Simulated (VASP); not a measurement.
# PbS (R3m) in VASP: a series of runs, part 2 of 2

VASP 6.6.1. The steps go on from the part before.

**3. Single point, r2SCAN**

This run uses another cell than the first one, of 20.29 Å³/atom, 0.616 times its volume.

File POSCAR:

```
PbS
1.0
    1.9641500000      1.1340025312      3.0367666667
   -1.9641500000      1.1340025312      3.0367666667
    0.0000000000     -2.2680050625      3.0367666667
Pb S
1 1
Direct
    0.9781509158      0.9781509158      0.9781509158
    0.4774504142      0.4774504142      0.4774504142
```

File INCAR.step1:

```
SYSTEM = PbS
PREC     = Accurate       ! precision mode
ENCUT    = 520            ! plane-wave cutoff, eV
ISMEAR   = 0              ! smearing method
SIGMA    = 0.05           ! smearing width, eV
LREAL    = .FALSE.        ! projectors in reciprocal space
LASPH    = .TRUE.         ! aspherical terms in the spheres
NELM     = 100            ! most SCF steps
NBANDS   = 17             ! bands
GGA      = PE             ! functional
ALGO     = Normal         ! electronic algorithm
EDIFF    = 1E-4           ! SCF threshold, eV
LWAVE    = .TRUE.         ! write WAVECAR
LCHARG   = .FALSE.        ! write CHGCAR
```

File INCAR.step2:

```
SYSTEM = PbS
PREC     = Accurate       ! precision mode
ENCUT    = 520            ! plane-wave cutoff, eV
EDIFF    = 1E-6           ! SCF threshold, eV
ISMEAR   = 0              ! smearing method
SIGMA    = 0.05           ! smearing width, eV
LREAL    = .FALSE.        ! projectors in reciprocal space
LASPH    = .TRUE.         ! aspherical terms in the spheres
NELM     = 100            ! most SCF steps
ALGO     = Normal         ! electronic algorithm
ISIF     = 2              ! what is computed and relaxed
LWAVE    = .FALSE.        ! write WAVECAR
LCHARG   = .FALSE.        ! write CHGCAR
METAGGA  = R2SCAN         ! meta-GGA
LMIXTAU  = .TRUE.       
NBANDS   = 17             ! bands
ISTART   = 1
```

File KPOINTS:

```
Automatic mesh
0
G
  9 9 9
  0 0 0
```

Potentials or basis: VASP PAW PBE potentials, release 64 (Pb_d, S).

Launch:

```console
$ cat potpaw_PBE.64/Pb_d/POTCAR potpaw_PBE.64/S/POTCAR > POTCAR
$ cp INCAR.step1 INCAR
$ mpirun -np 1 vasp_std > vasp.out
$ cp INCAR.step2 INCAR
$ mpirun -np 1 vasp_std > vasp.out
```

OUTCAR:

```text
SYSTEM = PbS
   PREC = Accurate
   ENCUT = 520
   EDIFF = 1E-6
   ISMEAR = 0
   LREAL = .FALSE.
   LASPH = .TRUE.
   NELM = 100
   ISIF = 2
   METAGGA = R2SCAN
   ISTART = 1

 ion  position               nearest neighbor table
   1  0.978  0.978  0.978-   2 2.73   2 2.73   2 2.73   2 2.73   2 2.73   2 2.73
   2  0.477  0.477  0.477-   1 2.73   1 2.73   1 2.73   1 2.73   1 2.73   1 2.73

  LATTYP: Found a trigonal (rhomboedric) cell.
 ALAT       =     3.7902241030
 COS(alpha) =     0.4629069655

  Lattice vectors:

 A1 = (   1.9641500000,   1.1340025312,   3.0367666667)
 A2 = (  -1.9641500000,   1.1340025312,   3.0367666667)
 A3 = (   0.0000000000,  -2.2680050625,   3.0367666667)

Analysis of symmetry for initial positions (statically):
=====================================================================
 Subroutine PRICEL returns:
 Original cell was already a primitive cell.

 Routine SETGRP: Setting up the symmetry group for a
 trigonal (rhombohedral) supercell.

 Subroutine GETGRP returns: Found  6 space group operations
 (whereof  6 operations were pure point group operations)
 out of a pool of 12 trial point group operations.

The static configuration has the point symmetry C_3v.

Analysis of symmetry for dynamics (positions and initial velocities):
=====================================================================
 Subroutine PRICEL returns:
 Original cell was already a primitive cell.

 Routine SETGRP: Setting up the symmetry group for a
 trigonal (rhombohedral) supercell.

 Subroutine GETGRP returns: Found  6 space group operations
 (whereof  6 operations were pure point group operations)
 out of a pool of 12 trial point group operations.

The dynamic configuration has the point symmetry C_3v.

 Subroutine INISYM returns: Found  6 space group operations
 (whereof  6 operations are pure point group operations),
 and found     1 'primitive' translations
[... 105 lines left out ...]
   PSTRESS=    0.0 pullay stress
   NELECT =      20.0000    total number of electrons
   NUPDOWN=      -1.0000    fix difference up-down
   EMIN   =  10.00;   EMAX   =-10.00  energy-range for DOS
   EFERMI =   0.00;   METHOD = LEGACY
   ISMEAR =     0;   SIGMA  =   0.05  broadening in eV -4-tet -1-fermi 0-gaus
   EFERMI_NEDOS =   21; number of points for ismear=-14 and -15
   IALGO  =     38    algorithm
   IMIX   =      4    mixing-type and parameters
     AMIX     =   0.40;   BMIX     =  1.00
     AMIX_MAG =   1.60;   BMIX_MAG =  1.00
  volume/ion in A,a.u.               =      20.29       136.94
  Fermi-wavevector in a.u.,A,eV,Ry     =   1.293107  2.443617 22.750643  1.672125
  Thomas-Fermi vector in A             =   2.424773
   LORBIT       =      0    0 simple, 1 ext, 2 COOP (PROOUT), +10 PAW based schemes
   METAGGA = R2SCAN    functional components
   LHFCALC =     F    Hartree Fock is set to
   AEXX    =    0.0000 exact exchange contribution
   IVDW    =     0    specifies the selected vdW correction
   LEPSILON=     F    determine dielectric tensor
   LRPA    =     F    only Hartree local field effects (RPA)
 non-spin polarized calculation
 Gauss-broadening in eV      SIGMA  =   0.05
  energy-cutoff  :      520.00
  volume of cell :       40.58
 maximum number of plane-waves:      1121
   NGX = 15   NGY = 15   NGZ = 15

 number of electron      20.0000002 magnetization

 Free energy of the ion-electron system (eV)
  ---------------------------------------------------
  ext. energy  EPLUGINS =         0.00000000
  ---------------------------------------------------
  free energy    TOTEN  =       -64.72986193 eV

  energy without entropy =      -64.72986193  energy(sigma->0) =      -64.72986193

 E-fermi :   9.5396     XC(G=0): -11.6039

 val. band max:        9.3415998863   @ k =   0.4444   0.0000  -0.0000
 cond. band min:       9.7407041604   @ k =   0.4444   0.3333   0.3333
 fundamental gap:      0.3991042742
 Fermi energy:         9.5395711732

 k-point     1 :       0.0000    0.0000    0.0000
  band No.  band energies     occupation
      1      -8.6500      2.00000
      2      -8.6500      2.00000
      3      -8.6206      2.00000
      4      -8.6115      2.00000
      5      -8.6115      2.00000
      6      -7.4557      2.00000
[... 457 lines left out ...]
      4      -8.4810      2.00000
      5      -8.4720      2.00000
      6      -4.4077      2.00000
[... 9 lines left out ...]
     16      21.9804      0.00000
     17      22.1191      0.00000

 [... further k-points ...]
[... 5 lines left out ...]
  --------------------------------------------------------------------------------------
  -------------------------------------------------------------------------------------
  Total        6.9341312      6.9341312      7.1173716      0.0000000     -0.0000000      0.0000000
  in kB      273.7482104    273.7482104    280.9822426      0.0000000     -0.0000000      0.0000000
  external PRESSURE =     276.1595545 kB  Pullay stress =       0.0000000 kB

 VOLUME and BASIS-vectors are now :
 -----------------------------------------------------------------------------
  energy-cutoff  :      520.00
  volume of cell :       40.58
      direct lattice vectors                 reciprocal lattice vectors
     1.964150000  1.134002531  3.036766667     0.254563043  0.146972041  0.109765869
    -1.964150000  1.134002531  3.036766667    -0.254563043  0.146972041  0.109765869
     0.000000000 -2.268005062  3.036766667     0.000000000 -0.293944082  0.109765869

 POSITION                                       TOTAL-FORCE (eV/Angst)
 -----------------------------------------------------------------------------------
      0.00000     -0.00000      8.91125         0.000000      0.000000     -0.025518
      0.00000     -0.00000      4.34972         0.000000     -0.000000      0.025518
 -----------------------------------------------------------------------------------
    total drift:                               -0.000000      0.000000     -0.000091

  FREE ENERGIE OF THE ION-ELECTRON SYSTEM (eV)
  ---------------------------------------------------
  free  energy   TOTEN  =       -64.7298619251 eV

  energy  without entropy=      -64.7298619251  energy(sigma->0) =      -64.72986193
```

It took 94 s on 1 thread of Intel Xeon 6975P-C (Granite Rapids), shared host; peak memory 0.19 GiB.

What came out:

| Property | Result |
| --- | --- |
| Free energy | -64.7299 eV |
| Pressure | 27.6 GPa |
| Largest force | 0.026 eV/Å |

Forces in eV/Å, atoms in the order of the input:
```
Pb   0.000  0.000 -0.026
S    0.000  0.000  0.026
```

Stress tensor (GPa, compression positive):
```
27.37  0.00  0.00
 0.00 27.37  0.00
 0.00  0.00 28.10
```

Caveat: this odd mesh misses L, where the gap lies, so gap, dielectric constants and Born charges aren't listed; the PAW data sets were made with another functional, which shifts forces and pressure a little; spin-orbit coupling is left out, which moves the levels of the heavy elements.

**4. Single point, r2SCAN**

This run uses another cell than the first one, of 21.21 Å³/atom, 0.644 times its volume.

File POSCAR:

```
PbS
1.0
    1.9641500000      1.1340025312      3.1748000000
   -1.9641500000      1.1340025312      3.1748000000
    0.0000000000     -2.2680050625      3.1748000000
Pb S
1 1
Direct
    0.9781509158      0.9781509158      0.9781509158
    0.4774504142      0.4774504142      0.4774504142
```

File INCAR.step1:

```
  PREC = Accurate
  ENCUT = 520
  ISMEAR = 0
  SIGMA = 0.05
  LREAL = F
  LASPH = T
  NELM = 60
  NBANDS = 17
  GGA = PE
  ALGO = Normal
  EDIFF = 1E-4
  LWAVE = T
  LCHARG = F
```

File INCAR.step2:

```
  PREC = Accurate
  ENCUT = 520
  EDIFF = 1E-7
  ISMEAR = 0
  SIGMA = 0.05
  LREAL = F
  LASPH = T
  NELM = 60
  ALGO = Normal
  ISIF = 2
  LWAVE = F
  LCHARG = F
  METAGGA = R2SCAN
  LMIXTAU = T
  NBANDS = 17
  ISTART = 1
```

File KPOINTS:

```
regular mesh
0
Gamma
  9 9 9
```

Launch:

```console
$ cat potpaw_PBE.64/Pb_d/POTCAR potpaw_PBE.64/S/POTCAR > POTCAR
$ cp INCAR.step1 INCAR
$ mpirun -np 1 vasp_std > vasp.out
$ cp INCAR.step2 INCAR
$ mpirun -np 1 vasp_std > vasp.out
```

Wall time 2.6 min (1 thread of Intel Xeon 6975P-C (Granite Rapids), shared host); peak memory 0.21 GiB.

It converged, with:

* Free energy: -65.0150 eV
* Pressure: 21.2 GPa
* Largest force: 0.022 eV/Å

Forces on the atoms (eV/Å):
```
Pb   0.000  0.000 -0.022
S    0.000  0.000  0.022
```

Stress tensor (GPa, compression positive):
```
21.12  0.00  0.00
 0.00 21.12  0.00
 0.00  0.00 21.36
```

Levels at points of the mesh, in eV from the Fermi level:
| k point | band 7 | band 8 | band 9 | band 10 | band 11 | band 12 | band 13 | band 14 |
| --- | --- | --- | --- | --- | --- | --- | --- | --- |
| (0.00, 0.00, 0.00) | -5.78 | -3.74 | -3.74 | -3.64 | 6.02 | 6.03 | 6.03 | 6.29 |

Caveat: this odd mesh misses L, where the gap lies, so gap, dielectric constants and Born charges aren't listed; the PAW data sets were made with another functional, which shifts forces and pressure a little; spin-orbit coupling is left out, which moves the levels of the heavy elements.

**5. The runs side by side**

```csv
cell,pressure (GPa),largest force (eV/Å)
"a = 4.550 Å, angles 59.6°, 2 atoms",-7.8,0.01
"a = 3.790 Å, angles 62.4°, 2 atoms",27.6,0.03
"a = 3.902 Å, angles 60.5°, 2 atoms",21.2,0.02
```

Alike in all rows: task single point; level r2SCAN; potentials or basis VASP PAW PBE potentials, release 64 (Pb_d, S); no spin polarisation; k mesh 9 × 9 × 9; cutoff (eV) 520; smearing gaussian 0.05 eV.

Caveats: the PAW data sets were made with another functional, which shifts forces and pressure a little; spin-orbit coupling is left out, which moves the levels of the heavy elements.

Total energies depend on the potentials used, so only differences within one code and one set of settings carry meaning.
